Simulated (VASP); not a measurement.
# Co (Im-3m) in VASP: further runs

Co is run at these levels: PBEsol; tasks: single point.

Program: VASP 6.6.1. These are calculated values, not measurements. Logs are shortened: lines on timing, memory, paths and dates and some standing lists are left out, and cuts for length are marked.

### Step 1. The cell of the first run

It takes space group Im-3m (No. 229, cubic). Conventional cell: a = 2.690 Å, b = 2.690 Å, c = 2.690 Å, α = 90.00°, β = 90.00°, γ = 90.00°. Within 3.1 Å of Co (site symmetry m-3m) lie 14 Co at 2.33 to 2.69 Å.

This isn't the form of Co at room conditions, which is hcp.

### Step 2. Single point, PBEsol, collinear spin, ferromagnetic start (9.73 Å³/atom)

INCAR

```
PREC = Accurate
ENCUT = 690
EDIFF = 1E-6
ISMEAR = -1
SIGMA = 0.05
LREAL = F
LASPH = T
NELM = 200
ALGO = Normal
ISIF = 2
LWAVE = F
LCHARG = F
ISPIN = 2
MAGMOM = 1.782
LORBIT = 11
LMAXMIX = 4
GGA = PS
NBANDS = 18
GGA_COMPAT = F
```

KPOINTS

```
Automatic mesh
0
Gamma
  18 18 18
```

POSCAR

```
Co
1.0
   -1.3449134893      1.3449134893      1.3449134893
    1.3449134893     -1.3449134893      1.3449134893
    1.3449134893      1.3449134893     -1.3449134893
Co
1
Direct
    0.0000000000      0.0000000000      0.0000000000
```

Potentials or basis: VASP PAW PBE potentials, release 64 (Co_sv).

The run is started by

```
$ cat potpaw_PBE.64/Co_sv/POTCAR > POTCAR
$ mpirun -np 1 vasp_std > vasp.out
```

OUTCAR:

```text
PREC = Accurate
   ENCUT = 690
   EDIFF = 1E-6
   ISMEAR = -1
   LREAL = F
   LASPH = T
   NELM = 200
   ISIF = 2
   ISPIN = 2
   LORBIT = 11
   GGA = PS

 ion  position               nearest neighbor table
   1  0.000  0.000  0.000-

  LATTYP: Found a body centered cubic cell.
 ALAT       =     2.6898269786

  Lattice vectors:

 A1 = (  -1.3449134893,   1.3449134893,   1.3449134893)
 A2 = (   1.3449134893,  -1.3449134893,   1.3449134893)
 A3 = (   1.3449134893,   1.3449134893,  -1.3449134893)

Analysis of symmetry for initial positions (statically):
=====================================================================
 Subroutine PRICEL returns:
 Original cell was already a primitive cell.

 Routine SETGRP: Setting up the symmetry group for a
 body centered cubic supercell.

 Subroutine GETGRP returns: Found 48 space group operations
 (whereof 48 operations were pure point group operations)
 out of a pool of 48 trial point group operations.

The static configuration has the point symmetry O_h .

Analysis of symmetry for dynamics (positions and initial velocities):
=====================================================================
 Subroutine PRICEL returns:
 Original cell was already a primitive cell.

 Routine SETGRP: Setting up the symmetry group for a
 body centered cubic supercell.

 Subroutine GETGRP returns: Found 48 space group operations
 (whereof 48 operations were pure point group operations)
 out of a pool of 48 trial point group operations.

The dynamic configuration has the point symmetry O_h .

Analysis of structural, dynamic, and magnetic symmetry:
=====================================================================
 Subroutine PRICEL returns:
 Original cell was already a primitive cell.

 Routine SETGRP: Setting up the symmetry group for a
 body centered cubic supercell.

 Subroutine GETGRP returns: Found 48 space group operations
 (whereof 48 operations were pure point group operations)
 out of a pool of 48 trial point group operations.

The overall configuration has the point symmetry O_h .

 Subroutine INISYM returns: Found 48 space group operations
 (whereof 48 operations are pure point group operations),
 and found     1 'primitive' translations

----------------------------------------------------------------------------------------

                                     Primitive cell

  volume of cell :       9.7307

  direct lattice vectors                    reciprocal lattice vectors
    -1.344913489  1.344913489  1.344913489     0.000000000  0.371771124  0.371771124
     1.344913489 -1.344913489  1.344913489     0.371771124  0.000000000  0.371771124
[... 98 lines left out ...]
   ISMEAR =    -1;   SIGMA  =   0.05  broadening in eV -4-tet -1-fermi 0-gaus
   EFERMI_NEDOS =   21; number of points for ismear=-14 and -15
   IALGO  =     38    algorithm
   IMIX   =      4    mixing-type and parameters
     AMIX     =   0.40;   BMIX     =  1.00
     AMIX_MAG =   1.60;   BMIX_MAG =  1.00
  volume/ion in A,a.u.               =       9.73        65.67
  Fermi-wavevector in a.u.,A,eV,Ry     =   1.971712  3.725995 52.894660  3.887648
  Thomas-Fermi vector in A             =   2.994164
   LORBIT       =     11    0 simple, 1 ext, 2 COOP (PROOUT), +10 PAW based schemes
   GGA     = PS    functional components
   LHFCALC =     F    Hartree Fock is set to
   AEXX    =    0.0000 exact exchange contribution
   IVDW    =     0    specifies the selected vdW correction
   LEPSILON=     F    determine dielectric tensor
   LRPA    =     F    only Hartree local field effects (RPA)
 spin polarized calculation
  energy-cutoff  :      690.00
  volume of cell :        9.73
 maximum number of plane-waves:       418
   NGX =  9   NGY =  9   NGZ =  9

 number of electron      17.0000006 magnetization       1.6563853

 Free energy of the ion-electron system (eV)
  ---------------------------------------------------
  ext. energy  EPLUGINS =         0.00000000
  ---------------------------------------------------
  free energy    TOTEN  =        -7.65344800 eV

  energy without entropy =       -7.64260054  energy(sigma->0) =       -7.64802427

 E-fermi :  13.9960     XC(G=0): -14.8096

 val. band max:       13.9891988088   @ k =  -0.4444   0.5000   0.2778
 cond. band min:      13.9996889856   @ k =   0.2778   0.0000   0.0000
 fundamental gap:      0.0104901768
 Fermi energy:        13.9959762063

 spin component 1

 k-point     1 :       0.0000    0.0000    0.0000
  band No.  band energies     occupation
      1     -82.2429      1.00000
      2     -45.3483      1.00000
      3     -45.3483      1.00000
      4     -45.3483      1.00000
      5       3.9214      1.00000
      6      10.7587      1.00000
[... 493 lines left out ...]
     17      55.4739      0.00000
     18      58.9680      0.00000

 [... further k-points ...]

 spin component 2

 k-point     1 :       0.0000    0.0000    0.0000
  band No.  band energies     occupation
      1     -80.1857      1.00000
      2     -43.3275      1.00000
      3     -43.3275      1.00000
      4     -43.3275      1.00000
      5       4.0548      1.00000
      6      12.2604      1.00000
[... 493 lines left out ...]
     17      55.8450      0.00000
     18      59.3035      0.00000

 [... further k-points ...]

------------------------ aborting loop because EDIFF is reached ----------------------------------------

  FORCE on cell =-STRESS in cart. coord.  units (eV):
  Direction    XX          YY          ZZ          XY          YZ          ZX
  --------------------------------------------------------------------------------------
  -------------------------------------------------------------------------------------
  Total        1.3803204      1.3803204      1.3803204     -0.0000000      0.0000000      0.0000000
  in kB      227.2727848    227.2727848    227.2727848     -0.0000000      0.0000000      0.0000000
  external PRESSURE =     227.2727848 kB  Pullay stress =       0.0000000 kB

 VOLUME and BASIS-vectors are now :
 -----------------------------------------------------------------------------
  energy-cutoff  :      690.00
  volume of cell :        9.73
      direct lattice vectors                 reciprocal lattice vectors
    -1.344913489  1.344913489  1.344913489     0.000000000  0.371771124  0.371771124
     1.344913489 -1.344913489  1.344913489     0.371771124  0.000000000  0.371771124
     1.344913489  1.344913489 -1.344913489     0.371771124  0.371771124  0.000000000

 POSITION                                       TOTAL-FORCE (eV/Angst)
 -----------------------------------------------------------------------------------
      0.00000      0.00000      0.00000         0.000000     -0.000000      0.000000
 -----------------------------------------------------------------------------------
    total drift:                                0.000000      0.000000      0.000000

  FREE ENERGIE OF THE ION-ELECTRON SYSTEM (eV)
  ---------------------------------------------------
  free  energy   TOTEN  =        -7.6534479996 eV

  energy  without entropy=       -7.6426005427  energy(sigma->0) =       -7.64802427

 total charge

# of ion       s       p       d       tot
------------------------------------------
    1        2.271   6.155   6.717  15.142

 magnetization (x)

# of ion       s       p       d       tot
------------------------------------------
    1        0.001  -0.010   1.702   1.693
```

OSZICAR:

```text
N       E                     dE             d eps       ncg     rms          rms(c)
DAV:   1     0.181781873549E+03    0.18178E+03   -0.10076E+04 16630   0.312E+03
DAV:   2    -0.192007248832E+01   -0.18370E+03   -0.17104E+03 18772   0.620E+02
DAV:   3    -0.883901584687E+01   -0.69189E+01   -0.67942E+01 18814   0.124E+02
DAV:   4    -0.892773045927E+01   -0.88715E-01   -0.88672E-01 19156   0.112E+01
DAV:   5    -0.892966950311E+01   -0.19390E-02   -0.19389E-02 17870   0.145E+00    0.142E+01
DAV:   6    -0.789203475011E+01    0.10376E+01   -0.34036E+00 15620   0.763E+01    0.985E+00
DAV:   7    -0.766940084756E+01    0.22263E+00   -0.57454E-01 16534   0.286E+01    0.433E+00
DAV:   8    -0.765927506519E+01    0.10126E-01   -0.89101E-03 17122   0.178E+00    0.177E+00
DAV:   9    -0.765350690859E+01    0.57682E-02   -0.28097E-03 22640   0.149E+00    0.358E-01
DAV:  10    -0.765343992096E+01    0.66988E-04   -0.57083E-04 18540   0.787E-01    0.623E-02
DAV:  11    -0.765344840015E+01   -0.84792E-05   -0.12436E-05 18764   0.633E-02    0.296E-02
DAV:  12    -0.765344799964E+01    0.40050E-06   -0.30856E-06 15658   0.522E-02
   1 F= -.76534480E+01 E0= -.76480243E+01  d E =-.108475E-01  mag=     1.6576
```

stdout:

```text
POSCAR found type information on POSCAR Co
 POSCAR found :  1 types and       1 ions
 scaLAPACK will be used
 -----------------------------------------------------------------------------
|                                                                             |
|                                                                             |
|     You enforced a specific xc type in the INCAR file but a different       |
|     I HOPE YOU KNOW WHAT YOU ARE DOING!                                     |
|                                                                             |
 -----------------------------------------------------------------------------

 LDA part: xc-table for (Slater+PW92), standard interpolation
 POSCAR, INCAR and KPOINTS ok, starting setup
 FFT: planning ... GRIDC
 FFT: planning ... GRID_SOFT
 FFT: planning ... GRID
 WAVECAR not read
 entering main loop
```

Wall time 72 s (1 thread of Intel Xeon Platinum 8175M at 2.50GHz (Skylake/Cascade Lake), shared host); peak memory 0.19 GiB.

Results:

| Property | Result |
| --- | --- |
| Free energy | -7.6534 eV |
| Pressure | 22.7 GPa |
| Net moment | 1.66 μB per cell |
| Site moments | Co +1.69 μB |
| Valence electrons inside the program's atomic spheres | Co 15.14 |

Caveat: the cell stands under pressure; the PAW data sets were made with another functional, which shifts forces and pressure a little.

### Step 3. Single point, PBEsol, collinear spin, ferromagnetic start (10.15 Å³/atom)

This run uses another cell than the first one, of 10.15 Å³/atom.

INCAR

```
SYSTEM = Co
PREC = Accurate
ENCUT = 690
EDIFF = 1E-6
ISMEAR = -1
SIGMA = 0.05
LREAL = .False.
LASPH = .True.
NELM = 200
ALGO = Normal
ISIF = 2
LWAVE = .False.
LCHARG = .False.
ISPIN = 2
MAGMOM = 1.782
LORBIT = 11
LMAXMIX = 4
GGA = PS
NBANDS = 18
GGA_COMPAT = .False.
```

KPOINTS

```
Automatic mesh
0
Gamma
  18 18 18
  0 0 0
```

POSCAR

```
Co
1.0
   -1.3641291353      1.3641291353      1.3641291353
    1.3641291353     -1.3641291353      1.3641291353
    1.3641291353      1.3641291353     -1.3641291353
Co
1
Direct
    0.0000000000      0.0000000000      0.0000000000
```

Potentials or basis: VASP PAW PBE potentials, release 64 (Co_sv).

The run is started by

```
$ cat potpaw_PBE.64/Co_sv/POTCAR > POTCAR
$ mpirun -np 1 vasp_std > vasp.out
```

OUTCAR:

```text
SYSTEM = Co
   PREC = Accurate
   ENCUT = 690
   EDIFF = 1E-6
   ISMEAR = -1
   LREAL = .False.
   LASPH = .True.
   NELM = 200
   ISIF = 2
   ISPIN = 2
   LORBIT = 11
   GGA = PS

 ion  position               nearest neighbor table
   1  0.000  0.000  0.000-

  LATTYP: Found a body centered cubic cell.
 ALAT       =     2.7282582706

  Lattice vectors:

 A1 = (  -1.3641291353,   1.3641291353,   1.3641291353)
 A2 = (   1.3641291353,  -1.3641291353,   1.3641291353)
 A3 = (   1.3641291353,   1.3641291353,  -1.3641291353)

Analysis of symmetry for initial positions (statically):
=====================================================================
 Subroutine PRICEL returns:
 Original cell was already a primitive cell.

 Routine SETGRP: Setting up the symmetry group for a
 body centered cubic supercell.

 Subroutine GETGRP returns: Found 48 space group operations
 (whereof 48 operations were pure point group operations)
 out of a pool of 48 trial point group operations.

The static configuration has the point symmetry O_h .

Analysis of symmetry for dynamics (positions and initial velocities):
[... 682 lines left out ...]

 [... further k-points ...]

 spin component 2

 k-point     1 :       0.0000    0.0000    0.0000
  band No.  band energies     occupation
      1     -80.8633      1.00000
      2     -44.0448      1.00000
      3     -44.0448      1.00000
      4     -44.0448      1.00000
      5       3.5716      1.00000
      6      11.6239      1.00000
[... 493 lines left out ...]
     17      54.0026      0.00000
     18      57.3608      0.00000

 [... further k-points ...]

------------------------ aborting loop because EDIFF is reached ----------------------------------------

  FORCE on cell =-STRESS in cart. coord.  units (eV):
  Direction    XX          YY          ZZ          XY          YZ          ZX
  --------------------------------------------------------------------------------------
  -------------------------------------------------------------------------------------
  Total        0.5986886      0.5986886      0.5986886      0.0000000      0.0000000      0.0000000
  in kB       94.4680921     94.4680921     94.4680921      0.0000000      0.0000000      0.0000000
  external PRESSURE =      94.4680921 kB  Pullay stress =       0.0000000 kB

 VOLUME and BASIS-vectors are now :
 -----------------------------------------------------------------------------
  energy-cutoff  :      690.00
  volume of cell :       10.15
      direct lattice vectors                 reciprocal lattice vectors
    -1.364129135  1.364129135  1.364129135     0.000000000  0.366534214  0.366534214
     1.364129135 -1.364129135  1.364129135     0.366534214  0.000000000  0.366534214
     1.364129135  1.364129135 -1.364129135     0.366534214  0.366534214  0.000000000

 POSITION                                       TOTAL-FORCE (eV/Angst)
 -----------------------------------------------------------------------------------
      0.00000      0.00000      0.00000         0.000000     -0.000000     -0.000000
 -----------------------------------------------------------------------------------
    total drift:                                0.000000     -0.000000      0.000000

  FREE ENERGIE OF THE ION-ELECTRON SYSTEM (eV)
  ---------------------------------------------------
  free  energy   TOTEN  =        -7.6980257622 eV

  energy  without entropy=       -7.6867842770  energy(sigma->0) =       -7.69240502

 total charge

# of ion       s       p       d       tot
------------------------------------------
    1        2.261   6.142   6.699  15.102

 magnetization (x)

# of ion       s       p       d       tot
------------------------------------------
    1        0.001  -0.010   1.729   1.720
```

OSZICAR:

```text
N       E                     dE             d eps       ncg     rms          rms(c)
DAV:   1     0.184961632351E+03    0.18496E+03   -0.10072E+04 16520   0.306E+03
DAV:   2    -0.176702647798E+01   -0.18673E+03   -0.17407E+03 18980   0.613E+02
DAV:   3    -0.890349420788E+01   -0.71365E+01   -0.70283E+01 18962   0.125E+02
DAV:   4    -0.899429862179E+01   -0.90804E-01   -0.90766E-01 19142   0.114E+01
DAV:   5    -0.899637354192E+01   -0.20749E-02   -0.20748E-02 18034   0.153E+00    0.135E+01
DAV:   6    -0.797747768269E+01    0.10189E+01   -0.36467E+00 15694   0.775E+01    0.103E+01
DAV:   7    -0.771347696481E+01    0.26400E+00   -0.65906E-01 16258   0.300E+01    0.421E+00
DAV:   8    -0.770385926296E+01    0.96177E-02   -0.95416E-03 16864   0.179E+00    0.167E+00
DAV:   9    -0.769812935864E+01    0.57299E-02   -0.28138E-03 22450   0.147E+00    0.361E-01
DAV:  10    -0.769801502755E+01    0.11433E-03   -0.62061E-04 18550   0.817E-01    0.649E-02
DAV:  11    -0.769802635079E+01   -0.11323E-04   -0.12918E-05 18462   0.587E-02    0.347E-02
DAV:  12    -0.769802506276E+01    0.12880E-05   -0.32008E-06 16434   0.543E-02    0.922E-03
DAV:  13    -0.769802576224E+01   -0.69947E-06   -0.68993E-07 11810   0.161E-02
   1 F= -.76980258E+01 E0= -.76924050E+01  d E =-.112415E-01  mag=     1.6806
```

Run time: 35 s. Hardware: 1 thread of Intel Xeon 6975P-C (Granite Rapids), shared host; peak memory 0.19 GiB.

What came out:

* Free energy: -7.6980 eV
* Pressure: 9.4 GPa
* Net moment: 1.68 μB per cell
* Site moments: Co +1.72 μB
* Valence electrons inside the program's atomic spheres: Co 15.10

Caveat: the cell stands under pressure; the PAW data sets were made with another functional, which shifts forces and pressure a little.

### Step 4. Single point, PBEsol, collinear spin, antiferromagnetic start

This run uses another cell than the first one: it holds 2 atoms, not 1.

Edit INCAR of step 3 so:

```diff
@@ -14,3 +14,3 @@
 ISPIN = 2
-MAGMOM = 1.782
+MAGMOM = 1.7 -1.7
 LORBIT = 11
@@ -18,3 +18,3 @@
 GGA = PS
-NBANDS = 18
+NBANDS = 28
 GGA_COMPAT = .False.
```

KPOINTS

```
regular mesh
0
Gamma
  11 11 11
  0 0 0
```

POSCAR

```
Co
1.0
    2.7312754374      0.0000000000      0.0000000000
    0.0000000000      2.7312754374      0.0000000000
    0.0000000000      0.0000000000      2.7312754374
Co
2
Direct
    0.0000000000      0.0000000000      0.0000000000
    0.5000000000      0.5000000000      0.5000000000
```

The run is started by

```
$ cat potpaw_PBE.64/Co_sv/POTCAR > POTCAR
$ mpirun -np 1 vasp_std > vasp.out
```

Wall time 58 s (1 thread of Intel Xeon Platinum 8488C (Sapphire Rapids), shared host); peak memory 0.19 GiB.

The run converged. Its results:

```
Free energy                                           : -14.8834 eV
Pressure                                              : -1.3 GPa
Band gap on the k mesh                                : zero (filled and empty bands overlap)
Net moment                                            : 0.00 μB per cell
Site moments                                          : Co +0.68, -0.68 μB
Valence electrons inside the program's atomic spheres : Co 15.11
```

Levels at points of the mesh, in eV from the Fermi level:
Spin up:
| k point | band 15 | band 16 | band 17 | band 18 | band 19 | band 20 |
| --- | --- | --- | --- | --- | --- | --- |
| (0.00, 0.00, 0.00) | -0.29 | -0.29 | 0.66 | 0.66 | 0.66 | 10.38 |
Spin down:
```tsv
k point	band 15	band 16	band 17	band 18	band 19	band 20
(0.00, 0.00, 0.00)	-0.29	-0.29	0.66	0.66	0.66	10.38
```

Caveat: the antiferromagnetic order is the one typed at the start, and another may lie lower; the PAW data sets were made with another functional, which shifts forces and pressure a little.

### Step 5. The runs side by side

```csv
spin,cell,k mesh,gap on the mesh (eV),pressure (GPa),moment (μB)
"collinear, ferromagnetic start","a = 2.329 Å, angles 109.5°, 1 atom, atomic positions A",18 × 18 × 18,none,22.7,1.66
"collinear, ferromagnetic start","a = 2.363 Å, angles 109.5°, 1 atom, atomic positions A",18 × 18 × 18,none,9.4,1.68
"collinear, antiferromagnetic start","a = 2.731 Å, 2 atoms, atomic positions B",11 × 11 × 11,none,-1.3,0.00
```

Alike in all rows: task single point; level PBEsol; potentials or basis VASP PAW PBE potentials, release 64 (Co_sv); cutoff (eV) 690; smearing fermi-dirac 0.05 eV.

Caveats: the PAW data sets were made with another functional, which shifts forces and pressure a little; the cell stands under pressure (at least some runs); the antiferromagnetic order is the one typed at the start, and another may lie lower (at least some runs).

Absolute energies hang on the potentials; compare differences alone.
